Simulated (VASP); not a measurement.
# KMgF3 (P4/mmm) in VASP: a series of runs

KMgF3 is run at these levels: PBEsol; tasks: single point.

All numbers are computed with VASP 6.6.1; they aren't measurements. Logs are shortened: lines on timing, memory, paths and dates and some standing lists are left out, and cuts for length are marked.

### Step 1. The cell of the first run

Symmetry: P4/mmm, No. 123, tetragonal system. Conventional cell: a = 3.667 Å, b = 3.667 Å, c = 3.986 Å, α = 90.00°, β = 90.00°, γ = 90.00°. Within 3.4 Å of K (site symmetry 4/mmm) lie 12 F at 2.59 to 2.71 Å and 8 Mg at 3.27 Å. Mg (site symmetry 4/mmm) has 6 F at 1.83 to 1.99 Å within 2.4 Å. F (site symmetry mmm) has 2 Mg at 1.83 Å within 2.4 Å. Within 2.6 Å of F (site symmetry 4/mmm) lie 2 Mg at 1.99 Å and 4 K at 2.59 Å.

### Step 2. Single point, PBEsol (strain -0.080 along x and y, +0.000 along z)

INCAR

```
ALGO = Normal
EDIFF = 1E-6
ENCUT = 520
GGA = PS
ISIF = 2
ISMEAR = 0
LASPH = True
LCHARG = True
LELF = True
LREAL = False
LVHAR = True
LWAVE = False
NBANDS = 24
NELM = 60
PREC = Accurate
SIGMA = 0.05
```

KPOINTS

```
k-points
0
Gamma
  6 6 6
```

POSCAR

```
KMgF3
1.0
    3.6670280000      0.0000000000      0.0000000000
    0.0000000000      3.6670280000      0.0000000000
    0.0000000000      0.0000000000      3.9859000000
K Mg F
1 1 3
Direct
    0.5000000000      0.5000000000      0.5000000000
    0.0000000000      0.0000000000      0.0000000000
    0.5000000000      0.0000000000      0.0000000000
    0.0000000000      0.5000000000      0.0000000000
    0.0000000000      0.0000000000      0.5000000000
```

Potentials or basis: VASP PAW PBE potentials, release 64 (K_sv, Mg, F).

Run with:

```console
cat potpaw_PBE.64/K_sv/POTCAR potpaw_PBE.64/Mg/POTCAR potpaw_PBE.64/F/POTCAR > POTCAR
mpirun -np 1 vasp_std > vasp.out
```

OUTCAR:

```text
EDIFF = 1E-6
   ENCUT = 520
   GGA = PS
   ISIF = 2
   ISMEAR = 0
   LASPH = True
   LREAL = False
   NELM = 60
   PREC = Accurate

 ion  position               nearest neighbor table
   1  0.500  0.500  0.500-   5 2.59   5 2.59   5 2.59   5 2.59   4 2.71   3 2.71   4 2.71   3 2.71
                             4 2.71   3 2.71   4 2.71   3 2.71   2 3.27   2 3.27   2 3.27   2 3.27
   2  0.000  0.000  0.000-   3 1.83   4 1.83   4 1.83   3 1.83   5 1.99   5 1.99   1 3.27   1 3.27
                             1 3.27   1 3.27   1 3.27   1 3.27   1 3.27   1 3.27
   3  0.500  0.000  0.000-   2 1.83   2 1.83   1 2.71   1 2.71   1 2.71   1 2.71
   4  0.000  0.500  0.000-   2 1.83   2 1.83   1 2.71   1 2.71   1 2.71   1 2.71
   5  0.000  0.000  0.500-   2 1.99   2 1.99   1 2.59   1 2.59   1 2.59   1 2.59

  LATTYP: Found a simple tetragonal cell.
 ALAT       =     3.6670280000
 C/A-ratio  =     1.0869565217

  Lattice vectors:

 A1 = (   3.6670280000,   0.0000000000,   0.0000000000)
 A2 = (   0.0000000000,   3.6670280000,   0.0000000000)
 A3 = (   0.0000000000,   0.0000000000,   3.9859000000)

Analysis of symmetry for initial positions (statically):
=====================================================================
 Subroutine PRICEL returns:
 Original cell was already a primitive cell.

 Routine SETGRP: Setting up the symmetry group for a
 simple tetragonal supercell.

 Subroutine GETGRP returns: Found 16 space group operations
 (whereof 16 operations were pure point group operations)
 out of a pool of 16 trial point group operations.

The static configuration has the point symmetry D_4h.

Analysis of symmetry for dynamics (positions and initial velocities):
=====================================================================
 Subroutine PRICEL returns:
 Original cell was already a primitive cell.

 Routine SETGRP: Setting up the symmetry group for a
 simple tetragonal supercell.

 Subroutine GETGRP returns: Found 16 space group operations
 (whereof 16 operations were pure point group operations)
 out of a pool of 16 trial point group operations.

The dynamic configuration has the point symmetry D_4h.

 Subroutine INISYM returns: Found 16 space group operations
 (whereof 16 operations are pure point group operations),
 and found     1 'primitive' translations

----------------------------------------------------------------------------------------

                                     Primitive cell

  volume of cell :      53.5988

  direct lattice vectors                    reciprocal lattice vectors
     3.667028000  0.000000000  0.000000000     0.272700399  0.000000000  0.000000000
     0.000000000  3.667028000  0.000000000     0.000000000  0.272700399  0.000000000
     0.000000000  0.000000000  3.985900000     0.000000000  0.000000000  0.250884367

  length of vectors
     3.667028000  3.667028000  3.985900000     0.272700399  0.272700399  0.250884367

  position of ions in fractional coordinates (direct lattice)
     0.500000000  0.500000000  0.500000000
     0.000000000  0.000000000  0.000000000
     0.500000000  0.000000000  0.000000000
     0.000000000  0.500000000  0.000000000
     0.000000000  0.000000000  0.500000000

  ion indices of the primitive-cell ions
   primitive index   ion index
                 1           1
                 2           2
                 3           3
                 4           4
                 5           5

----------------------------------------------------------------------------------------

 KPOINTS: k-points

Automatic generation of k-mesh.
 Grid dimensions read from file:
 generate k-points for:    6    6    6

 Generating k-lattice:

  Cartesian coordinates                     Fractional coordinates (reciprocal lattice)
     0.045450067  0.000000000  0.000000000     0.166666667  0.000000000  0.000000000
     0.000000000  0.045450067  0.000000000     0.000000000  0.166666667  0.000000000
     0.000000000  0.000000000  0.041814061     0.000000000  0.000000000  0.166666667

  Length of vectors
     0.045450067  0.045450067  0.041814061

  Shift w.r.t. Gamma in fractional coordinates (k-lattice)
     0.000000000  0.000000000  0.000000000

 Subroutine IBZKPT returns following result:
 ===========================================

 Found     40 irreducible k-points:

 Following reciprocal coordinates:
            Coordinates               Weight
  0.000000  0.000000  0.000000      1.000000
  0.166667  0.000000  0.000000      4.000000
  0.333333  0.000000  0.000000      4.000000
  0.500000  0.000000  0.000000      2.000000
  0.166667  0.166667  0.000000      4.000000
  0.333333  0.166667  0.000000      8.000000
[... 16 lines left out ...]
  0.333333  0.000000  0.333333      8.000000
  0.500000  0.000000  0.333333      4.000000
 [... further k-points ...]
   k-points           NKPTS =     40   k-points in BZ     NKDIM =     40   number of bands    NBANDS=     24
   number of dos      NEDOS =    301   number of ions     NIONS =      5
   total plane-waves  NPLWV =  23520
   dimension x,y,z NGX =    28 NGY =   28 NGZ =   30
   dimension x,y,z NGXF=    56 NGYF=   56 NGZF=   60
   ions per type =               1   1   3
   NGX,Y,Z   is equivalent  to a cutoff of  12.69, 12.69, 12.51 a.u.
   NGXF,Y,Z  is equivalent  to a cutoff of  25.39, 25.39, 25.03 a.u.
 SYSTEM =  unknown system
   PREC   = accura    normal or accurate (medium, high low for compatibility)
   ISTART =      0    job   : 0-new  1-cont  2-samecut
   ICHARG =      2    charge: 1-file 2-atom 10-const
   ISPIN  =      1    spin polarized calculation?
   LNONCOLLINEAR =      F non collinear calculations
   LSORBIT =      F    spin-orbit coupling
   LASPH  =      T    aspherical Exc in radial PAW
   ENCUT  =  520.0 eV  38.22 Ry    6.18 a.u.   6.82  6.82  7.41*2*pi/ulx,y,z
   NELM   =     60;   NELMIN=  2; NELMDL= -5     # of ELM steps
   EDIFF  = 0.1E-05   stopping-criterion for ELM
   LREAL  =      F    real-space projection
   EDIFFG = 0.1E-04   stopping-criterion for IOM
   NSW    =      0    number of steps for IOM
   IBRION =     -1    ionic relax: 0-MD 1-quasi-New 2-CG
   NFREE  =      0    steps in history (QN), initial steepest desc. (CG)
   ISIF   =      2    stress and relaxation
   ISYM   =      2    0-nonsym 1-usesym 2-fastsym
   POTIM  = 0.5000    time-step for ionic-motion
   TEBEG  =    0.0;   TEEND  =   0.0 temperature during run
   PSTRESS=    0.0 pullay stress
   NELECT =      32.0000    total number of electrons
   NUPDOWN=      -1.0000    fix difference up-down
   EMIN   =  10.00;   EMAX   =-10.00  energy-range for DOS
   EFERMI =   0.00;   METHOD = LEGACY
   ISMEAR =     0;   SIGMA  =   0.05  broadening in eV -4-tet -1-fermi 0-gaus
   EFERMI_NEDOS =   21; number of points for ismear=-14 and -15
   IALGO  =     38    algorithm
   IMIX   =      4    mixing-type and parameters
     AMIX     =   0.40;   BMIX     =  1.00
     AMIX_MAG =   1.60;   BMIX_MAG =  1.00
  volume/ion in A,a.u.               =      10.72        72.34
  Fermi-wavevector in a.u.,A,eV,Ry     =   1.378499  2.604986 25.854610  1.900260
  Thomas-Fermi vector in A             =   2.503555
   LORBIT       =      0    0 simple, 1 ext, 2 COOP (PROOUT), +10 PAW based schemes
   GGA     = PS    functional components
   LHFCALC =     F    Hartree Fock is set to
   AEXX    =    0.0000 exact exchange contribution
   IVDW    =     0    specifies the selected vdW correction
   LEPSILON=     F    determine dielectric tensor
   LRPA    =     F    only Hartree local field effects (RPA)
 non-spin polarized calculation
 Gauss-broadening in eV      SIGMA  =   0.05
  energy-cutoff  :      520.00
  volume of cell :       53.60
 maximum number of plane-waves:      1484
 NGX is ok and might be reduce to    28
   NGX = 13   NGY = 13   NGZ = 15

 number of electron      31.9999969 magnetization

 Free energy of the ion-electron system (eV)
  ---------------------------------------------------
  ext. energy  EPLUGINS =         0.00000000
  ---------------------------------------------------
  free energy    TOTEN  =       -24.62377078 eV

  energy without entropy =      -24.62377078  energy(sigma->0) =      -24.62377078

 E-fermi :  -0.3530     XC(G=0): -10.8312

 val. band max:       -0.6609369627   @ k =   0.5000   0.5000   0.5000
 cond. band min:       7.6909183084   @ k =   0.0000   0.0000   0.0000
 fundamental gap:      8.3518552710
 Fermi energy:        -0.3530068109

 k-point     1 :       0.0000    0.0000    0.0000
  band No.  band energies     occupation
      1     -25.9886      2.00000
      2     -21.3327      2.00000
      3     -20.4354      2.00000
      4     -20.2265      2.00000
      5      -9.6687      2.00000
      6      -9.5271      2.00000
[... 16 lines left out ...]
     23      15.2207      0.00000
     24      17.0392      0.00000

 k-point     2 :       0.1667    0.0000    0.0000
  band No.  band energies     occupation
      1     -25.9648      2.00000
      2     -21.2850      2.00000
      3     -20.4845      2.00000
      4     -20.2425      2.00000
      5      -9.6314      2.00000
      6      -9.5144      2.00000
[... 16 lines left out ...]
     23      15.2220      0.00000
     24      16.9648      0.00000

 k-point     3 :       0.3333    0.0000    0.0000
  band No.  band energies     occupation
      1     -25.9163      2.00000
      2     -21.1666      2.00000
      3     -20.6245      2.00000
      4     -20.2583      2.00000
      5      -9.5544      2.00000
      6      -9.4889      2.00000
[... 16 lines left out ...]
     23      15.0087      0.00000
     24      16.7989      0.00000
[... 514 lines left out ...]
 k-point    23 :       0.3333    0.0000    0.3333
  band No.  band energies     occupation
      1     -25.8854      2.00000
      2     -21.0931      2.00000
      3     -20.6188      2.00000
      4     -20.3624      2.00000
      5      -9.6097      2.00000
      6      -9.5224      2.00000
[... 16 lines left out ...]
     23      14.8550      0.00000
     24      15.4148      0.00000

 k-point    24 :       0.5000    0.0000    0.3333
  band No.  band energies     occupation
      1     -25.8656      2.00000
      2     -20.9301      2.00000
      3     -20.7687      2.00000
      4     -20.3763      2.00000
      5      -9.6013      2.00000
      6      -9.5824      2.00000
[... 16 lines left out ...]
     23      14.8836      0.00000
     24      15.3657      0.00000

 [... further k-points ...]
[... 5 lines left out ...]
  --------------------------------------------------------------------------------------
  -------------------------------------------------------------------------------------
  Total        8.2659293      8.2659293      2.9547654      0.0000000      0.0000000      0.0000000
  in kB      247.0855910    247.0855910     88.3240012      0.0000000      0.0000000      0.0000000
  external PRESSURE =     194.1650611 kB  Pullay stress =       0.0000000 kB

 VOLUME and BASIS-vectors are now :
 -----------------------------------------------------------------------------
  energy-cutoff  :      520.00
  volume of cell :       53.60
      direct lattice vectors                 reciprocal lattice vectors
     3.667028000  0.000000000  0.000000000     0.272700399  0.000000000  0.000000000
     0.000000000  3.667028000  0.000000000     0.000000000  0.272700399  0.000000000
     0.000000000  0.000000000  3.985900000     0.000000000  0.000000000  0.250884367

 POSITION                                       TOTAL-FORCE (eV/Angst)
 -----------------------------------------------------------------------------------
      1.83351      1.83351      1.99295         0.000000      0.000000      0.000000
      0.00000      0.00000      0.00000         0.000000      0.000000      0.000000
      1.83351      0.00000      0.00000         0.000000      0.000000      0.000000
      0.00000      1.83351      0.00000         0.000000      0.000000      0.000000
      0.00000      0.00000      1.99295         0.000000      0.000000      0.000000
 -----------------------------------------------------------------------------------
    total drift:                                0.000000      0.000000     -0.000000

  FREE ENERGIE OF THE ION-ELECTRON SYSTEM (eV)
  ---------------------------------------------------
  free  energy   TOTEN  =       -24.6237707755 eV

  energy  without entropy=      -24.6237707755  energy(sigma->0) =      -24.62377078
```

It took 19 s on 1 thread of AMD EPYC 9R45 (Zen 5), shared host; peak memory 0.16 GiB.

Results:

- Free energy: -24.6238 eV
- Pressure: 19.4 GPa
- Band gap on the k mesh: 8.35 eV, indirect (least direct gap 8.75 eV)

Stress tensor (GPa, compression positive):
```
24.71  0.00  0.00
 0.00 24.71  0.00
 0.00  0.00  8.83
```

Levels at points of the mesh, in eV from the valence-band top:
```
           k point  band 12  band 13  band 14  band 15  band 16  band 17  band 18  band 19  band 20  band 21
(0.00, 0.00, 0.00)    -0.84    -0.84    -0.42    -0.40    -0.40     8.35     9.77    10.26    12.22    12.22
(0.50, 0.00, 0.00)    -1.36    -1.29    -1.29    -0.80    -0.71    10.98    11.59    12.00    13.03    13.10
(0.50, 0.50, 0.00)    -1.69    -1.49    -0.87    -0.87    -0.02    11.73    12.60    12.94    12.94    14.25
(0.00, 0.00, 0.50)    -1.28    -0.90    -0.90    -0.70    -0.70    10.75    10.83    11.86    13.39    13.41
(0.50, 0.00, 0.50)    -1.36    -1.31    -1.30    -1.29    -0.23    11.53    12.11    13.50    13.72    13.79
(0.50, 0.50, 0.50)    -1.48    -1.30    -0.15    -0.15     0.00    10.76    10.76    10.90    13.97    15.07
```

Caveat: the cell differs from its parent crystal (strain -0.080 along x and y, +0.000 along z); the PAW data sets were made with another functional, which shifts forces and pressure a little. A k mesh can miss the band edges.

### Step 3. Single point, PBEsol (strain -0.080 along x and y, +0.040 along z)

INCAR

```
PREC = Accurate ; ENCUT = 520
EDIFF = 1E-6 ; ISMEAR = 0
SIGMA = 0.05 ; LREAL = F
LASPH = T ; NELM = 60
ALGO = Normal ; ISIF = 2
LWAVE = F ; LCHARG = F
GGA = PS ; NBANDS = 24
```

KPOINTS

```
Automatic mesh
0
Gamma
  6 6 6
```

Changes to POSCAR since step 2:

```diff
@@ -4,3 +4,3 @@
     0.0000000000      3.6670280000      0.0000000000
-    0.0000000000      0.0000000000      3.9859000000
+    0.0000000000      0.0000000000      4.1453360000
 K Mg F
```

Potentials or basis: VASP PAW PBE potentials, release 64 (K_sv, Mg, F).

Run with:

```console
cat potpaw_PBE.64/K_sv/POTCAR potpaw_PBE.64/Mg/POTCAR potpaw_PBE.64/F/POTCAR > POTCAR
mpirun -np 1 vasp_std > vasp.out
```

Run time: 19 s. Hardware: 1 thread of AMD EPYC 9R45 (Zen 5), shared host; peak memory 0.16 GiB.

The run converged. Its results:

```
Free energy            : -24.7003 eV
Pressure               : 15.2 GPa
Band gap on the k mesh : 7.94 eV, indirect (least direct gap 8.37 eV)
```

Stress tensor (GPa, compression positive):
```
21.69  0.00  0.00
 0.00 21.69  0.00
 0.00  0.00  2.24
```

Levels at points of the mesh, in eV from the valence-band top:
```
           k point  band 12  band 13  band 14  band 15  band 16  band 17  band 18  band 19  band 20  band 21
(0.00, 0.00, 0.00)    -0.79    -0.79    -0.46    -0.43    -0.43     7.94     9.63    10.31    12.06    12.06
(0.50, 0.00, 0.00)    -1.43    -1.33    -1.24    -0.82    -0.69    10.72    11.49    11.56    12.60    12.96
(0.50, 0.50, 0.00)    -1.72    -1.53    -0.77    -0.77    -0.01    11.50    12.48    12.53    12.53    13.88
(0.00, 0.00, 0.50)    -1.25    -0.78    -0.78    -0.70    -0.70    10.39    10.53    11.30    13.17    13.17
(0.50, 0.00, 0.50)    -1.39    -1.37    -1.31    -1.18    -0.32    11.19    11.87    13.19    13.34    13.51
(0.50, 0.50, 0.50)    -1.52    -1.24    -0.20    -0.20     0.00    10.52    10.52    10.71    13.38    15.01
```

Caveat: the cell differs from its parent crystal (strain -0.080 along x and y, +0.040 along z); the PAW data sets were made with another functional, which shifts forces and pressure a little. A k mesh can miss the band edges.

(Part 1 of 3 ends here.)
